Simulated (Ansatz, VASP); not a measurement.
Given: the input of a run of VASP 6.6.1 on Zr.

File INCAR:

```
SYSTEM = Zr
PREC = Accurate
ENCUT = 600
EDIFF = 1E-7
ISMEAR = -1
SIGMA = 0.05
LREAL = .FALSE.
LASPH = .TRUE.
NELM = 80
ALGO = Normal
ISIF = 3
LWAVE = .FALSE.
LCHARG = .FALSE.
GGA = RP
IVDW = 12
IBRION = 2
NSW = 80
EDIFFG = -0.02
```

File KPOINTS:

```
Automatic mesh
0
G
  9 9 5
  0 0 0
```

Contents of POSCAR:

```
Zr
1.0
    3.2320000000      0.0000000000      0.0000000000
   -1.6160000000      2.7989941050      0.0000000000
    0.0000000000      0.0000000000      5.1470000000
Zr
2
Direct
    0.6666666667      0.3333333333      0.7500000000
    0.3333333333      0.6666666667      0.2500000000
```

Potentials or basis: VASP PAW PBE potentials, release 64 (Zr_sv).

Launch:

```console
$ cat potpaw_PBE.64/Zr_sv/POTCAR > POTCAR
$ mpirun -np 1 vasp_std > vasp.out
```

Task: Set up the same calculation for Ansatz 0.2.0. Potentials there: all-electron LAPW, scalar-relativistic.

Result: As run (the cutoff follows the program's own potentials):

The input input.yaml:

```yaml
crystal:
  lattice:
    - [3.232, 0.0, 0.0]
    - [-1.616, 2.798994105, 0.0]
    - [0.0, 0.0, 5.147]
  atoms:
    - { symbol: Zr, position: [0.6666666667, 0.3333333333, 0.75] }
    - { symbol: Zr, position: [0.3333333333, 0.6666666667, 0.25] }
kpoints:
  mp_grid: { grid: [9, 9, 5] }
scf:
  occupations: { method: fermi_dirac, width: 0.05 }
hamiltonian:
  xc: rpbe
  dispersion: d3bj
  pseudopotentials: { kind: all_electron, lapw: { basis_error: 0.001 } }
output:
  forces: true
  stress: true
relax:
  f_tol: 0.02
  max_steps: 60
  cell: {}
```

Potentials or basis: all-electron LAPW, scalar-relativistic.

The run is started by

```sh
$ ansatz run input.yaml --threads 1 --pin off --max-ram 3072MiB --backend cpu --events-out ev --progress --plain --runs-dir out
```

Both were run:

|  | VASP | Ansatz | Ansatz less VASP |
| --- | --- | --- | --- |
| relaxed volume (Å³/atom) | 17.44 | 17.43 | -0.012 |
| relaxed cell length with the largest relative difference (Å) | 2.897 | 2.895 | -0.0016 |

VASP's potentials were made for PBE, not for RPBE. Ansatz ran all-electron here, and VASP with PAW potentials.

Noted on VASP's run: the volume moved by over 15 % at a fixed basis, so the end points are rough. Noted on Ansatz's run: the volume moved by over 15 % at a fixed basis, so the end points are rough.
